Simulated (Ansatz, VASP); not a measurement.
**Sn: VASP beside Ansatz**

```
Sn
1.0
    -2.04622    2.04622    1.97044
     2.04622   -2.04622    1.97044
     2.04622    2.04622   -1.97044
Sn
1
Direct
  0.00000 0.00000 0.00000
```

Change from the starting cell: strain +0.080 along x and y, +0.040 along z, atoms carried along.

Alike in both runs: task single point; functional PBEsol; dispersion D3(BJ); k mesh 18 × 18 × 18; occupations gaussian, width 0.15 eV; no spin polarisation.

|  | VASP | Ansatz |
| --- | --- | --- |
| version | VASP 6.6.1 | Ansatz 0.2.0 |
| potentials or method | VASP PAW PBE potentials, release 64 (Sn_d), cutoff 520 eV | scalar-relativistic, plane waves, PAW |
| valence electrons in the cell | 14 | 14 |

```csv
,VASP,Ansatz,Ansatz less VASP
gap on the k mesh at the Fermi level (eV),none,none,-
pressure (GPa),-6.0,-5.9,+0.06
"traceless stress, the component that is largest in VASP (GPa)",-0.43,-0.43,-0.001
```

VASP's potentials were made for PBE, not for PBEsol. A gap of «none» marks a metal or a gap that the smearing closes. Ansatz's warnings: dispersion switch in reach.
